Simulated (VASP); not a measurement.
Runs of VASP 6.6.1 on Cu. The cell holds a slab with vacuum, 6 atoms: a = 2.504 Å, b = 2.504 Å, c = 24.576 Å, α = 90.00°, β = 90.00°, γ = 120.00°. 

```tsv
smearing	gap on the mesh (eV)	largest force (eV/Å)
methfessel-paxton 0.05 eV	none	0.31
methfessel-paxton 0.2 eV	none	0.29
methfessel-paxton 0.3 eV	none	0.29
methfessel-paxton 0.1 eV	none	(a)
```

Alike in all rows: task single point; level LDA; potentials or basis VASP PAW LDA potentials, release 64 (Cu); no spin polarisation; cell as given; k mesh 12 × 12 × 1; cutoff (eV) 520.

**Question.** Fill in the values left out.

**Answer.** (a) 0.30.

A gap of «none» marks levels without a gap at the run's occupations.
